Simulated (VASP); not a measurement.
# C (P6_3/mmc) in VASP: notebook, part 2 of 2

VASP 6.6.1.

### 4 Single point, PBE+D3(BJ) (9.13 Å³/atom)

INCAR

```
SYSTEM = C
PREC = Accurate
ENCUT = 520
EDIFF = 1E-6
ISMEAR = 0
SIGMA = 0.15
LREAL = .FALSE.
LASPH = .TRUE.
NELM = 60
ALGO = Normal
ISIF = 2
LWAVE = .FALSE.
LCHARG = .FALSE.
GGA = PE
IVDW = 12
NBANDS = 16
```

KPOINTS

```
regular mesh
0
G
  21 21 8
  0 0 0
```

POSCAR

```
C
1.0
    2.4519234798      0.0000000000      0.0000000000
   -1.2259617399      2.1234280216      0.0000000000
    0.0000000000      0.0000000000      7.0174049992
C
4
Direct
    0.0000000000      0.0000000000      0.0025000000
    0.0000000000      0.0000000000      0.5025000000
    0.3333333333      0.6666666667      0.0025000000
    0.6666666667      0.3333333333      0.5025000000
```

Potentials or basis: VASP PAW PBE potentials, release 64 (C).

Launch:

```bash
$ cat potpaw_PBE.64/C/POTCAR > POTCAR
$ mpirun -np 1 vasp_std > vasp.out
```

OUTCAR:

```text
SYSTEM = C
   PREC = Accurate
   ENCUT = 520
   EDIFF = 1E-6
   ISMEAR = 0
   LREAL = .FALSE.
   LASPH = .TRUE.
   NELM = 60
   ISIF = 2
   GGA = PE
   IVDW = 12
 IVDW          = 12

 ion  position               nearest neighbor table
   1  0.000  0.000  0.002-   3 1.42   3 1.42   3 1.42
   2  0.000  0.000  0.502-   4 1.42   4 1.42   4 1.42
   3  0.333  0.667  0.002-   1 1.42   1 1.42   1 1.42
   4  0.667  0.333  0.502-   2 1.42   2 1.42   2 1.42

  LATTYP: Found a hexagonal cell.
 ALAT       =     2.4519234798
 C/A-ratio  =     2.8620000000

  Lattice vectors:

 A1 = (   2.4519234798,   0.0000000000,   0.0000000000)
 A2 = (  -1.2259617399,   2.1234280216,   0.0000000000)
 A3 = (   0.0000000000,   0.0000000000,   7.0174049992)

Analysis of symmetry for initial positions (statically):
=====================================================================
 Subroutine PRICEL returns:
 Original cell was already a primitive cell.

 Routine SETGRP: Setting up the symmetry group for a
 hexagonal supercell.

 Subroutine GETGRP returns: Found 24 space group operations
 (whereof  6 operations were pure point group operations)
 out of a pool of 24 trial point group operations.

The static configuration has the point symmetry C_3v.
 The point group associated with its full space group is D_6h.

Analysis of symmetry for dynamics (positions and initial velocities):
=====================================================================
 Subroutine PRICEL returns:
 Original cell was already a primitive cell.

 Routine SETGRP: Setting up the symmetry group for a
 hexagonal supercell.

 Subroutine GETGRP returns: Found 24 space group operations
 (whereof  6 operations were pure point group operations)
 out of a pool of 24 trial point group operations.

The dynamic configuration has the point symmetry C_3v.
 The point group associated with its full space group is D_6h.

 Subroutine INISYM returns: Found 24 space group operations
[... 123 lines left out ...]
  Fermi-wavevector in a.u.,A,eV,Ry     =   1.243200  2.349308 21.028448  1.545547
  Thomas-Fermi vector in A             =   2.377522
   LORBIT       =      0    0 simple, 1 ext, 2 COOP (PROOUT), +10 PAW based schemes
   GGA     = PE    functional components
   LHFCALC =     F    Hartree Fock is set to
   AEXX    =    0.0000 exact exchange contribution
   IVDW    =    12    specifies the selected vdW correction
   LEPSILON=     F    determine dielectric tensor
   LRPA    =     F    only Hartree local field effects (RPA)
 non-spin polarized calculation
 Gauss-broadening in eV      SIGMA  =   0.15
  energy-cutoff  :      520.00
  volume of cell :       36.54
 maximum number of plane-waves:      1004
   NGX =  9   NGY =  9   NGZ = 27

 number of electron      15.9999996 magnetization

 Free energy of the ion-electron system (eV)
  ---------------------------------------------------
  ext. energy  EPLUGINS =         0.00000000
  ---------------------------------------------------
  free energy    TOTEN  =       -36.86164198 eV

  energy without entropy =      -36.86074346  energy(sigma->0) =      -36.86119272

 E-fermi :   4.3880     XC(G=0): -10.0454

 val. band max:        4.3853296608   @ k =   0.3333   0.3333   0.5000
 cond. band min:       4.3882468659   @ k =   0.3333   0.3333   0.2500
 fundamental gap:      0.0029172052
 Fermi energy:         4.3880143449

 k-point     1 :       0.0000    0.0000    0.0000
  band No.  band energies     occupation
      1     -15.3534      2.00000
      2     -15.1449      2.00000
      3      -4.0541      2.00000
      4      -2.5071      2.00000
      5       1.3713      2.00000
      6       1.3713      2.00000
[... 433 lines left out ...]
      3      -2.8121      2.00000
      4      -2.7599      2.00000
      5      -2.2277      2.00000
      6      -1.1568      2.00000
[... 8 lines left out ...]
     15      16.5060      0.00000
     16      16.6707      0.00000

 [... further k-points ...]

------------------------ aborting loop because EDIFF is reached ----------------------------------------

 Edisp (eV)   -0.59316

 E8    (eV) :    -0.1671

  FORCE on cell =-STRESS in cart. coord.  units (eV):
  Direction    XX          YY          ZZ          XY          YZ          ZX
  --------------------------------------------------------------------------------------
  -------------------------------------------------------------------------------------
  Total       1.73805     1.73805    -0.26776    -0.00000     0.00000     0.00000
  in kB      76.21703    76.21703   -11.74169    -0.00000     0.00000     0.00000
  external pressure =       46.90 kB  Pullay stress =        0.00 kB

 VOLUME and BASIS-vectors are now :
 -----------------------------------------------------------------------------
  energy-cutoff  :      520.00
  volume of cell :       36.54
      direct lattice vectors                 reciprocal lattice vectors
     2.451923480  0.000000000  0.000000000     0.407843070  0.235468306  0.000000000
    -1.225961740  2.123428022  0.000000000     0.000000000  0.470936613  0.000000000
     0.000000000  0.000000000  7.017404999     0.000000000  0.000000000  0.142502820

 POSITION                                       TOTAL-FORCE (eV/Angst)
 -----------------------------------------------------------------------------------
      0.00000      0.00000      0.01754         0.000000     -0.000000     -0.000000
      0.00000      0.00000      3.52625        -0.000000      0.000000      0.000000
     -0.00000      1.41562      0.01754        -0.000000      0.000000      0.000000
      1.22596      0.70781      3.52625         0.000000     -0.000000      0.000000
 -----------------------------------------------------------------------------------
    total drift:                               -0.000000     -0.000000      0.000024

  FREE ENERGIE OF THE ION-ELECTRON SYSTEM (eV)
  ---------------------------------------------------
  free  energy   TOTEN  =       -37.4547999615 eV

  energy  without entropy=      -37.4539014367  energy(sigma->0) =      -37.45435070
```

Wall time 2.4 min (1 thread of Intel Xeon 8259CL, shared host); peak memory 0.23 GiB.

What came out:

```yaml
Free_energy: -37.4548 eV
Pressure: 4.7 GPa
Band_gap_on_the_k_mesh: zero (bands 8 and 9 overlap by 0.02 eV)
Dispersion_energy_per_atom: -0.148 eV
```

Stress tensor (GPa, compression positive):
```
 7.62  0.00  0.00
 0.00  7.62  0.00
 0.00  0.00 -1.17
```

Caveat: the stress differs along the axes, from -1 to 8 GPa.

### 5 Single point, PBE+D3(BJ) (9.13 Å³/atom)

INCAR

```
SYSTEM = C
PREC = Accurate ; ENCUT = 520
EDIFF = 1E-6 ; ISMEAR = 0
SIGMA = 0.15 ; LREAL = .FALSE.
LASPH = .TRUE. ; NELM = 80
ALGO = Normal ; ISIF = 2
LWAVE = .FALSE. ; LCHARG = .FALSE.
GGA = PE ; IVDW = 12
NBANDS = 16
```

KPOINTS

```
Automatic mesh
0
G
  21 21 8
  0 0 0
```

POSCAR

```
C
1.0
    2.5274240417      0.0000000000      0.0000000000
   -1.2637120208      2.1888134262      0.0000000000
    0.0000000000      0.0000000000      6.6044117633
C
4
Direct
    0.0000000000      0.0000000000      0.0025000000
    0.0000000000      0.0000000000      0.5025000000
    0.3333333333      0.6666666667      0.0025000000
    0.6666666667      0.3333333333      0.5025000000
```

Launch:

```bash
$ cat potpaw_PBE.64/C/POTCAR > POTCAR
$ mpirun -np 1 vasp_std > vasp.out
```

It took 2.5 min on 1 thread of Intel Xeon 8259CL, shared host; peak memory 0.23 GiB.

The run converged. Its results:

| Quantity | Value |
| --- | --- |
| Free energy | -37.3039 eV |
| Pressure | -19.0 GPa |
| Band gap on the k mesh | zero (bands 8 and 9 overlap by 0.04 eV) |
| Dispersion energy per atom | -0.156 eV |

Stress tensor (GPa, compression positive):
```
-28.97   0.00   0.00
  0.00 -28.97   0.00
  0.00   0.00   0.85
```

Levels at points of the mesh, in eV from the Fermi level:
```tsv
k point	band 4	band 5	band 6	band 7	band 8	band 9	band 10	band 11	band 12	band 13
(0.00, 0.00, 0.00)	-5.92	-3.03	-3.03	-3.01	-3.01	4.72	7.85	7.85	7.91	7.91
(0.00, 0.00, 0.50)	-7.12	-3.02	-3.02	-3.02	-3.02	7.49	7.49	7.88	7.88	7.88
```

Caveat: the stress differs along the axes, from -29 to 1 GPa.

### 6 The runs side by side

| cell | gap on the mesh (eV) | pressure (GPa) |
| --- | --- | --- |
| a = 2.415, b = 2.415, c = 7.234 Å, angles 90.0, 90.0, 120.0°, 4 atoms | none | 18.3 |
| a = 2.343, b = 2.343, c = 7.686 Å, angles 90.0, 90.0, 120.0°, 4 atoms | none | 47.6 |
| a = 2.452, b = 2.452, c = 7.017 Å, angles 90.0, 90.0, 120.0°, 4 atoms | none | 4.7 |
| a = 2.527, b = 2.527, c = 6.604 Å, angles 90.0, 90.0, 120.0°, 4 atoms | none | -19.0 |

Alike in all rows: task single point; level PBE+D3(BJ); potentials or basis VASP PAW PBE potentials, release 64 (C); no spin polarisation; k mesh 21 × 21 × 8; cutoff (eV) 520; smearing gaussian 0.15 eV.

Caveats: the stress differs along the axes, from -2 to 28 GPa (at least some runs); the stress differs along the axes, from -2 to 72 GPa (at least some runs); the stress differs along the axes, from -1 to 8 GPa (at least some runs); the stress differs along the axes, from -29 to 1 GPa (at least some runs).

Total energies depend on the potentials used, so only differences within one code and one set of settings carry meaning.
